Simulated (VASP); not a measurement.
Wanted: the native input for a VASP 6.6.1 run.

- Task: single point
- Functional: PBEsol
- Potentials or basis: VASP PAW PBE potentials, release 64 (Nb_sv, H)
- Cutoff: 520 eV
- k mesh: 16 × 16 × 16
- Occupations: gaussian, width 0.15 eV
- Spin: no spin polarisation
- Dipole correction: no
- Further INCAR settings: ALGO = Normal; EDIFF = 1e-06; NBANDS = 14

The structure of NbH2 lies in POSCAR:

```
NbH2
1.0
    0.0905622897      2.2640572422      2.2640572422
    2.2640572422      0.0905622897      2.2640572422
    2.2640572422      2.2640572422      0.0905622897
Nb H
1 2
Direct
    0.0000000000      0.0000000000      0.0000000000
    0.2500000000      0.2500000000      0.2500000000
    0.7500000000      0.7500000000      0.7500000000
```

One way to write it, as run:

INCAR

```
ALGO = Normal
EDIFF = 1E-6
ENCUT = 520
GGA = PS
ISIF = 2
ISMEAR = 0
LASPH = T
LCHARG = F
LREAL = F
LWAVE = F
NBANDS = 14
NELM = 100
PREC = Accurate
SIGMA = 0.15
```

KPOINTS

```
k-points
0
Gamma
  16 16 16
```

Potentials or basis: VASP PAW PBE potentials, release 64 (Nb_sv, H).

Launch:

```bash
$ cat potpaw_PBE.64/Nb_sv/POTCAR potpaw_PBE.64/H/POTCAR > POTCAR
$ mpirun -np 1 vasp_std > vasp.out
```

Results of the run:

```
Pressure               : 12.3 GPa
Largest force          : 0.386 eV/Å
Band gap on the k mesh : zero (an odd number of electrons rules out a gap without spin polarisation)
```

Caveat: the cell stands under pressure; the PAW data sets were made with another functional, which shifts forces and pressure a little.

Run time: 34 s on 1 thread of Intel(R) Xeon(R) 6975P-C (Granite Rapids), on a shared host, peak memory 0.24 GiB.
